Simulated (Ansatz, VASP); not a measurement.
# One calculation of In, two programs

File INCAR:

```
PREC = Accurate
ENCUT = 520
EDIFF = 1E-7
ISMEAR = 0
SIGMA = 0.15
LREAL = F
LASPH = T
NELM = 60
ALGO = Fast
ISIF = 2
LWAVE = F
LCHARG = F
GGA = CA
NBANDS = 12
```

Contents of KPOINTS:

```
Automatic mesh
0
Gamma
  20 20 20
```

Contents of POSCAR:

```
In
1.0
   -1.5200502170      1.6671797991      2.4161531185
    1.5200502170     -1.6671797991      2.4161531185
    1.5200502170      1.6671797991     -2.4161531185
In
1
Direct
    0.0000000000      0.0000000000      0.0000000000
```

Input for Ansatz:

```yaml
crystal:
  lattice:
    - [-1.520050217, 1.6671797991, 2.4161531185]
    - [1.520050217, -1.6671797991, 2.4161531185]
    - [1.520050217, 1.6671797991, -2.4161531185]
  atoms:
    - { symbol: In, position: [0.0, 0.0, 0.0] }
basis:
  ecutwfc: 420
kpoints:
  mp_grid: { grid: [20, 20, 20] }
hamiltonian:
  xc: lda
  pseudopotentials: { kind: paw }
scf:
  occupations: { method: gaussian, width: 0.15 }
output:
  forces: true
  stress: true
  eigenvalues: true
```

Change from the starting cell: strain +e along x and -e along y -0.0467, strain +e along z and -e/2 along x and y -0.0233.

Alike in both runs: task single point; functional LDA; k mesh 20 × 20 × 20; occupations gaussian, width 0.15 eV; no spin polarisation.

```csv
,VASP,Ansatz
version,VASP 6.6.1,Ansatz 0.2.0
potentials or method,"VASP PAW LDA potentials, release 64 (In_d), cutoff 520 eV","scalar-relativistic, plane waves, PAW"
valence electrons in the cell,13,13
```

|  | VASP | Ansatz | Ansatz less VASP |
| --- | --- | --- | --- |
| gap on the k mesh at the Fermi level (eV) | none | none | - |
| pressure (GPa) | 0.5 | 0.5 | +0.02 |
| traceless stress, the component that is largest in VASP (GPa) | 2.00 | 1.97 | -0.032 |

LDA's correlation is that of Perdew and Zunger in VASP and of Perdew and Wang (1992) in Ansatz. A gap of «none» marks a metal or a gap that the smearing closes.
